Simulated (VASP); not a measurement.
# Nd (Im-3m) in VASP: further runs

Runs on Nd. Level: PBEsol. Tasks: single point.

Program: VASP 6.6.1. These are calculated values, not measurements. Logs are shortened: lines on timing, memory, paths and dates and some standing lists are left out, and cuts for length are marked.

## Step 1: The cell of the first run

It takes space group Im-3m (No. 229, cubic). The conventional cell has a = 4.151 Å, b = 4.151 Å, c = 4.151 Å, α = 90.00°, β = 90.00°, γ = 90.00°. Within 4.7 Å of Nd (site symmetry m-3m) lie 14 Nd at 3.59 to 4.15 Å.

## Step 2: Single point, PBEsol, collinear spin, ferromagnetic start

File INCAR:

```
SYSTEM = Nd
PREC = Accurate ; ENCUT = 520
EDIFF = 1E-6 ; ISMEAR = -1
SIGMA = 0.05 ; LREAL = .FALSE.
LASPH = .TRUE. ; NELM = 150
ALGO = Fast ; ISIF = 2
LWAVE = .FALSE. ; LCHARG = .FALSE.
ISPIN = 2 ; MAGMOM = 3
LORBIT = 11 ; LMAXMIX = 6
GGA = PS ; NBANDS = 17
```

File KPOINTS:

```
Automatic mesh
0
G
  9 9 9
  0 0 0
```

File POSCAR:

```
Nd
1.0
   -2.0754700287      2.0754700287      2.0754700287
    2.0754700287     -2.0754700287      2.0754700287
    2.0754700287      2.0754700287     -2.0754700287
Nd
1
Direct
    0.0000000000      0.0000000000      0.0000000000
```

Potentials or basis: VASP PAW PBE potentials, release 64 (Nd).

Started as:

```sh
$ cat potpaw_PBE.64/Nd/POTCAR > POTCAR
$ mpirun -np 1 vasp_std > vasp.out
```

OUTCAR:

```text
SYSTEM = Nd
   PREC = Accurate
   ENCUT = 520
   EDIFF = 1E-6
   ISMEAR = -1
   LREAL = .FALSE.
   LASPH = .TRUE.
   NELM = 150
   ISIF = 2
   ISPIN = 2
   LORBIT = 11
   GGA = PS

 ion  position               nearest neighbor table
   1  0.000  0.000  0.000-

  LATTYP: Found a body centered cubic cell.
 ALAT       =     4.1509400574

  Lattice vectors:

 A1 = (  -2.0754700287,   2.0754700287,   2.0754700287)
 A2 = (   2.0754700287,  -2.0754700287,   2.0754700287)
 A3 = (   2.0754700287,   2.0754700287,  -2.0754700287)

Analysis of symmetry for initial positions (statically):
=====================================================================
 Subroutine PRICEL returns:
 Original cell was already a primitive cell.

 Routine SETGRP: Setting up the symmetry group for a
 body centered cubic supercell.

 Subroutine GETGRP returns: Found 48 space group operations
 (whereof 48 operations were pure point group operations)
 out of a pool of 48 trial point group operations.

The static configuration has the point symmetry O_h .

Analysis of symmetry for dynamics (positions and initial velocities):
=====================================================================
 Subroutine PRICEL returns:
 Original cell was already a primitive cell.

 Routine SETGRP: Setting up the symmetry group for a
 body centered cubic supercell.

 Subroutine GETGRP returns: Found 48 space group operations
 (whereof 48 operations were pure point group operations)
 out of a pool of 48 trial point group operations.

The dynamic configuration has the point symmetry O_h .

Analysis of structural, dynamic, and magnetic symmetry:
=====================================================================
 Subroutine PRICEL returns:
 Original cell was already a primitive cell.

 Routine SETGRP: Setting up the symmetry group for a
 body centered cubic supercell.

 Subroutine GETGRP returns: Found 48 space group operations
 (whereof 48 operations were pure point group operations)
 out of a pool of 48 trial point group operations.

The overall configuration has the point symmetry O_h .

 Subroutine INISYM returns: Found 48 space group operations
 (whereof 48 operations are pure point group operations),
 and found     1 'primitive' translations

----------------------------------------------------------------------------------------

                                     Primitive cell

  volume of cell :      35.7610

  direct lattice vectors                    reciprocal lattice vectors
    -2.075470029  2.075470029  2.075470029     0.000000000  0.240909285  0.240909285
     2.075470029 -2.075470029  2.075470029     0.240909285  0.000000000  0.240909285
     2.075470029  2.075470029 -2.075470029     0.240909285  0.240909285  0.000000000

  length of vectors
     3.594819539  3.594819539  3.594819539     0.340697178  0.340697178  0.340697178

  position of ions in fractional coordinates (direct lattice)
     0.000000000  0.000000000  0.000000000

  ion indices of the primitive-cell ions
   primitive index   ion index
                 1           1

----------------------------------------------------------------------------------------

 KPOINTS: Automatic mesh

Automatic generation of k-mesh.
 Grid dimensions read from file:
 generate k-points for:    9    9    9

 Generating k-lattice:

  Cartesian coordinates                     Fractional coordinates (reciprocal lattice)
     0.000000000  0.026767698  0.026767698     0.111111111  0.000000000  0.000000000
     0.026767698  0.000000000  0.026767698     0.000000000  0.111111111  0.000000000
     0.026767698  0.026767698  0.000000000     0.000000000  0.000000000  0.111111111

  Length of vectors
     0.037855242  0.037855242  0.037855242

  Shift w.r.t. Gamma in fractional coordinates (k-lattice)
     0.000000000  0.000000000  0.000000000

 Subroutine IBZKPT returns following result:
 ===========================================

 Found     35 irreducible k-points:

 Following reciprocal coordinates:
            Coordinates               Weight
  0.000000  0.000000  0.000000      1.000000
  0.111111  0.000000  0.000000     12.000000
  0.222222  0.000000  0.000000     12.000000
  0.333333  0.000000  0.000000     12.000000
  0.444444  0.000000  0.000000     12.000000
  0.111111  0.111111  0.000000     24.000000
[... 16 lines left out ...]
 -0.333333  0.444444  0.111111     48.000000
 -0.444444 -0.444444  0.111111     24.000000
 [... further k-points ...]
   k-points           NKPTS =     35   k-points in BZ     NKDIM =     35   number of bands    NBANDS=     17
   number of dos      NEDOS =    301   number of ions     NIONS =      1
   total plane-waves  NPLWV =  21952
   dimension x,y,z NGX =    28 NGY =   28 NGZ =   28
   dimension x,y,z NGXF=    56 NGYF=   56 NGZF=   56
   ions per type =               1
   NGX,Y,Z   is equivalent  to a cutoff of  12.95, 12.95, 12.95 a.u.
   NGXF,Y,Z  is equivalent  to a cutoff of  25.90, 25.90, 25.90 a.u.
 SYSTEM =  Nd
   PREC   = accura    normal or accurate (medium, high low for compatibility)
   ISTART =      0    job   : 0-new  1-cont  2-samecut
   ICHARG =      2    charge: 1-file 2-atom 10-const
   ISPIN  =      2    spin polarized calculation?
   LNONCOLLINEAR =      F non collinear calculations
   LSORBIT =      F    spin-orbit coupling
   LASPH  =      T    aspherical Exc in radial PAW
   ENCUT  =  520.0 eV  38.22 Ry    6.18 a.u.   6.68  6.68  6.68*2*pi/ulx,y,z
   NELM   =    150;   NELMIN=  2; NELMDL= -5     # of ELM steps
   EDIFF  = 0.1E-05   stopping-criterion for ELM
   LREAL  =      F    real-space projection
   EDIFFG = 0.1E-04   stopping-criterion for IOM
   NSW    =      0    number of steps for IOM
   IBRION =     -1    ionic relax: 0-MD 1-quasi-New 2-CG
   NFREE  =      0    steps in history (QN), initial steepest desc. (CG)
   ISIF   =      2    stress and relaxation
   ISYM   =      2    0-nonsym 1-usesym 2-fastsym
   POTIM  = 0.5000    time-step for ionic-motion
   TEBEG  =    0.0;   TEEND  =   0.0 temperature during run
   PSTRESS=    0.0 pullay stress
   NELECT =      14.0000    total number of electrons
   NUPDOWN=      -1.0000    fix difference up-down
   EMIN   =  10.00;   EMAX   =-10.00  energy-range for DOS
   EFERMI =   0.00;   METHOD = LEGACY
   ISMEAR =    -1;   SIGMA  =   0.05  broadening in eV -4-tet -1-fermi 0-gaus
   EFERMI_NEDOS =   21; number of points for ismear=-14 and -15
   IALGO  =     68    algorithm
   IMIX   =      4    mixing-type and parameters
     AMIX     =   0.40;   BMIX     =  1.00
     AMIX_MAG =   1.60;   BMIX_MAG =  1.00
  volume/ion in A,a.u.               =      35.76       241.33
  Fermi-wavevector in a.u.,A,eV,Ry     =   1.197607  2.263149 19.514331  1.434263
  Thomas-Fermi vector in A             =   2.333518
   LORBIT       =     11    0 simple, 1 ext, 2 COOP (PROOUT), +10 PAW based schemes
   GGA     = PS    functional components
   LHFCALC =     F    Hartree Fock is set to
   AEXX    =    0.0000 exact exchange contribution
   IVDW    =     0    specifies the selected vdW correction
   LEPSILON=     F    determine dielectric tensor
   LRPA    =     F    only Hartree local field effects (RPA)
 spin polarized calculation
 RMM-DIIS sequential band-by-band and
  energy-cutoff  :      520.00
  volume of cell :       35.76
 maximum number of plane-waves:       973
   NGX = 13   NGY = 13   NGZ = 13

 number of electron      14.0000000 magnetization       4.0885575

 Free energy of the ion-electron system (eV)
  ---------------------------------------------------
  ext. energy  EPLUGINS =         0.00000000
  ---------------------------------------------------
  free energy    TOTEN  =        -6.57064211 eV

  energy without entropy =       -6.44946434  energy(sigma->0) =       -6.51005322

 E-fermi :   4.2436     XC(G=0):  -9.8303

 val. band max:        4.2431936892   @ k =  -0.2222   0.3333   0.1111
 cond. band min:       4.2464215284   @ k =  -0.3333   0.3333   0.1111
 fundamental gap:      0.0032278393
 Fermi energy:         4.2435629682

 spin component 1

 k-point     1 :       0.0000    0.0000    0.0000
  band No.  band energies     occupation
      1     -33.1615      1.00000
      2     -13.8450      1.00000
      3     -13.8450      1.00000
      4     -13.8450      1.00000
      5       0.1916      1.00000
      6       3.9272      0.99822
[... 9 lines left out ...]
     16       8.0670      0.00000
     17       8.0670      0.00000

 k-point     2 :       0.1111    0.0000    0.0000
  band No.  band energies     occupation
      1     -33.1468      1.00000
      2     -13.9792      1.00000
      3     -13.8850      1.00000
      4     -13.8462      1.00000
      5       0.5552      1.00000
      6       3.9007      0.99895
[... 9 lines left out ...]
     16       7.7634      0.00000
     17       8.1005      0.00000

 k-point     3 :       0.2222    0.0000    0.0000
  band No.  band energies     occupation
      1     -33.1095      1.00000
      2     -14.3023      1.00000
      3     -13.9843      1.00000
      4     -13.8494      1.00000
      5       1.4416      1.00000
      6       3.8529      0.99960
[... 9 lines left out ...]
     16       7.6633      0.00000
     17       8.2346      0.00000

 k-point     4 :       0.3333    0.0000    0.0000
  band No.  band energies     occupation
      1     -33.0665      1.00000
      2     -14.6450      1.00000
      3     -14.0940      1.00000
      4     -13.8532      1.00000
      5       2.1527      1.00000
      6       3.9631      0.99635
[... 9 lines left out ...]
     16       8.5031      0.00000
     17       9.0770      0.00000
[... 343 lines left out ...]
      1     -33.0275      1.00000
      2     -14.8213      1.00000
      3     -14.2106      1.00000
      4     -13.9444      1.00000
      5       2.5495      1.00000
      6       3.9287      0.99816
[... 9 lines left out ...]
     16       9.4138      0.00000
     17      10.5965      0.00000

 k-point    23 :      -0.3333    0.4444    0.1111
  band No.  band energies     occupation
      1     -33.0255      1.00000
      2     -14.7024      1.00000
      3     -14.2832      1.00000
      4     -14.0123      1.00000
      5       2.9907      1.00000
      6       3.7063      0.99998
[... 9 lines left out ...]
     16       8.9037      0.00000
     17      10.3908      0.00000

 k-point    24 :      -0.4444   -0.4444    0.1111
  band No.  band energies     occupation
      1     -33.0122      1.00000
      2     -14.7775      1.00000
      3     -14.3360      1.00000
      4     -14.0117      1.00000
      5       2.9648      1.00000
      6       3.8788      0.99932
[... 9 lines left out ...]
     16       9.5104      0.00000
     17      11.6011      0.00000

 [... further k-points ...]

 spin component 2

 k-point     1 :       0.0000    0.0000    0.0000
  band No.  band energies     occupation
      1     -31.4880      1.00000
      2     -12.4853      1.00000
      3     -12.4853      1.00000
      4     -12.4853      1.00000
      5       1.0357      1.00000
      6       6.3076      0.00000
[... 9 lines left out ...]
     16       8.8460      0.00000
     17       8.8460      0.00000

 k-point     2 :       0.1111    0.0000    0.0000
  band No.  band energies     occupation
      1     -31.4719      1.00000
      2     -12.6307      1.00000
      3     -12.5278      1.00000
      4     -12.4869      1.00000
      5       1.4074      1.00000
      6       6.0570      0.00000
[... 9 lines left out ...]
     16       8.6120      0.00000
     17       8.9188      0.00000

 k-point     3 :       0.2222    0.0000    0.0000
  band No.  band energies     occupation
      1     -31.4308      1.00000
      2     -12.9793      1.00000
      3     -12.6334      1.00000
      4     -12.4912      1.00000
      5       2.3060      1.00000
      6       5.6240      0.00000
[... 9 lines left out ...]
     16       8.5639      0.00000
     17       9.1150      0.00000

 k-point     4 :       0.3333    0.0000    0.0000
  band No.  band energies     occupation
      1     -31.3835      1.00000
      2     -13.3468      1.00000
      3     -12.7499      1.00000
      4     -12.4964      1.00000
      5       3.0044      1.00000
      6       5.3009      0.00000
[... 9 lines left out ...]
     16       9.3992      0.00000
     17      10.1504      0.00000
[... 343 lines left out ...]
      1     -31.3406      1.00000
      2     -13.5344      1.00000
      3     -12.8739      1.00000
      4     -12.5942      1.00000
      5       3.3793      1.00000
      6       5.3532      0.00000
[... 9 lines left out ...]
     16      10.3354      0.00000
     17      11.6530      0.00000

 k-point    23 :      -0.3333    0.4444    0.1111
  band No.  band energies     occupation
      1     -31.3385      1.00000
      2     -13.4066      1.00000
      3     -12.9537      1.00000
      4     -12.6650      1.00000
      5       3.8622      0.99951
      6       4.9133      0.00000
[... 9 lines left out ...]
     16       9.8763      0.00000
     17      11.4203      0.00000

 k-point    24 :      -0.4444   -0.4444    0.1111
  band No.  band energies     occupation
      1     -31.3239      1.00000
      2     -13.4865      1.00000
      3     -13.0100      1.00000
      4     -12.6646      1.00000
      5       3.8144      0.99981
      6       5.3240      0.00000
[... 9 lines left out ...]
     16      10.4862      0.00000
     17      12.6156      0.00000

 [... further k-points ...]
[... 5 lines left out ...]
  --------------------------------------------------------------------------------------
  -------------------------------------------------------------------------------------
  Total       -0.8395160     -0.8395160     -0.8395160      0.0000000      0.0000000      0.0000000
  in kB      -37.6123227    -37.6123227    -37.6123227      0.0000000      0.0000000      0.0000000
  external PRESSURE =     -37.6123227 kB  Pullay stress =       0.0000000 kB

 VOLUME and BASIS-vectors are now :
 -----------------------------------------------------------------------------
  energy-cutoff  :      520.00
  volume of cell :       35.76
      direct lattice vectors                 reciprocal lattice vectors
    -2.075470029  2.075470029  2.075470029     0.000000000  0.240909285  0.240909285
     2.075470029 -2.075470029  2.075470029     0.240909285  0.000000000  0.240909285
     2.075470029  2.075470029 -2.075470029     0.240909285  0.240909285  0.000000000

 POSITION                                       TOTAL-FORCE (eV/Angst)
 -----------------------------------------------------------------------------------
      0.00000      0.00000      0.00000         0.000000     -0.000000      0.000000
 -----------------------------------------------------------------------------------
    total drift:                                0.000000     -0.000000     -0.000000

  FREE ENERGIE OF THE ION-ELECTRON SYSTEM (eV)
  ---------------------------------------------------
  free  energy   TOTEN  =        -6.5706421103 eV

  energy  without entropy=       -6.4494643362  energy(sigma->0) =       -6.51005322

 total charge

# of ion       s       p       d       f       tot
--------------------------------------------------
    1        2.017   5.356   0.506   3.294  11.173

 magnetization (x)

# of ion       s       p       d       f       tot
--------------------------------------------------
    1       -0.004  -0.095   0.184   3.274   3.360
```

Wall time 88 s (1 thread of Intel Xeon 6975P-C (Granite Rapids), shared host); peak memory 0.2 GiB.

Results:

```
Free energy                                           : -6.5706 eV
Pressure                                              : -3.8 GPa
Net moment                                            : 4.09 μB per cell
Site moments                                          : Nd +3.36 μB
Valence electrons inside the program's atomic spheres : Nd 11.17
```

Levels at points of the mesh, in eV from the Fermi level:
Spin up:
| k point | band 6 | band 7 | band 8 | band 9 | band 10 | band 11 | band 12 | band 13 |
| --- | --- | --- | --- | --- | --- | --- | --- | --- |
| (0.00, 0.00, 0.00) | -0.32 | -0.32 | -0.32 | 0.17 | 0.17 | 0.17 | 0.32 | 1.56 |
Spin down:
| k point | band 1 | band 2 | band 3 | band 4 | band 5 | band 6 | band 7 | band 8 | band 9 | band 10 |
| --- | --- | --- | --- | --- | --- | --- | --- | --- | --- | --- |
| (0.00, 0.00, 0.00) | -35.73 | -16.73 | -16.73 | -16.73 | -3.21 | 2.06 | 2.06 | 2.06 | 2.40 | 2.40 |

Caveat: the magnetic or orbital state may not be the lowest; the PAW data sets were made with another functional, which shifts forces and pressure a little; spin-orbit coupling is left out, which moves the levels of the heavy elements. The state reached can hang on the start; a lower one may exist.

## Step 3: Single point, PBEsol, collinear spin, ferromagnetic start

File INCAR:

```
PREC = Accurate
ENCUT = 520
EDIFF = 1E-6
ISMEAR = -1
SIGMA = 0.05
LREAL = F
LASPH = T
NELM = 150
ALGO = Normal
ISIF = 2
LWAVE = F
LCHARG = F
ISPIN = 2
MAGMOM = 2.32
LORBIT = 11
LMAXMIX = 6
GGA = PS
NBANDS = 17
```

File KPOINTS:

```
Automatic mesh
0
Gamma
  9 9 9
```

POSCAR is that of step 2.

Potentials or basis: VASP PAW PBE potentials, release 64 (Nd).

Started as:

```sh
$ cat potpaw_PBE.64/Nd/POTCAR > POTCAR
$ mpirun -np 1 vasp_std > vasp.out
```

It took 39 s on 1 thread of Intel Xeon 6975P-C (Granite Rapids), shared host; peak memory 0.2 GiB.

It converged, with:

```yaml
Free_energy: -6.6518 eV
Pressure: -3.3 GPa
Net_moment: 4.13 μB per cell
Site_moments: Nd +3.38 μB
Valence_electrons_inside_the_program's_atomic_spheres: Nd 11.18
```

Levels at points of the mesh, in eV from the Fermi level:
Spin up:
| k point | band 7 | band 8 | band 9 | band 10 | band 11 | band 12 |
| --- | --- | --- | --- | --- | --- | --- |
| (0.00, 0.00, 0.00) | 0.06 | 0.06 | 0.06 | 0.08 | 0.08 | 0.08 |
Spin down:
| k point | band 2 | band 3 | band 4 | band 5 | band 6 | band 7 | band 8 | band 9 |
| --- | --- | --- | --- | --- | --- | --- | --- | --- |
| (0.00, 0.00, 0.00) | -16.68 | -16.68 | -16.68 | -3.16 | 1.80 | 1.80 | 1.80 | 2.54 |

Caveat: the magnetic or orbital state may not be the lowest; the PAW data sets were made with another functional, which shifts forces and pressure a little; spin-orbit coupling is left out, which moves the levels of the heavy elements. The state reached can hang on the start; a lower one may exist.

## Step 4: Single point, PBEsol, collinear spin, ferromagnetic start

File INCAR:

```
SYSTEM = Nd
PREC = Accurate
ENCUT = 520
EDIFF = 1E-6
ISMEAR = -1
SIGMA = 0.05
LREAL = .False.
LASPH = .True.
NELM = 150
ALGO = Fast
ISIF = 2
LWAVE = .False.
LCHARG = .False.
ISPIN = 2
MAGMOM = 4.5
LORBIT = 11
LMAXMIX = 6
GGA = PS
NBANDS = 17
```

File KPOINTS:

```
Automatic mesh
0
Gamma
  9 9 9
  0 0 0
```

POSCAR is that of step 3.

Started as:

```sh
$ cat potpaw_PBE.64/Nd/POTCAR > POTCAR
$ mpirun -np 1 vasp_std > vasp.out
```

Run time: 79 s. Hardware: 1 thread of Intel Xeon 6975P-C (Granite Rapids), shared host; peak memory 0.21 GiB.

It converged, with:

```yaml
Free_energy: -6.6518 eV
Pressure: -3.3 GPa
Net_moment: 4.13 μB per cell
Site_moments: Nd +3.38 μB
Valence_electrons_inside_the_program's_atomic_spheres: Nd 11.18
```

Levels at points of the mesh, in eV from the Fermi level:
Spin up:
| k point | band 5 | band 6 | band 7 | band 8 | band 9 | band 10 | band 11 | band 12 | band 13 | band 14 |
| --- | --- | --- | --- | --- | --- | --- | --- | --- | --- | --- |
| (0.00, 0.00, 0.00) | -4.03 | -0.04 | 0.06 | 0.06 | 0.06 | 0.08 | 0.08 | 0.08 | 1.59 | 1.59 |
Spin down:
```tsv
k point	band 3	band 4	band 5	band 6	band 7	band 8
(0.00, 0.00, 0.00)	-16.68	-16.68	-3.16	1.80	1.80	1.80
```

Caveat: the magnetic or orbital state may not be the lowest; the PAW data sets were made with another functional, which shifts forces and pressure a little; spin-orbit coupling is left out, which moves the levels of the heavy elements. The state reached can hang on the start; a lower one may exist.
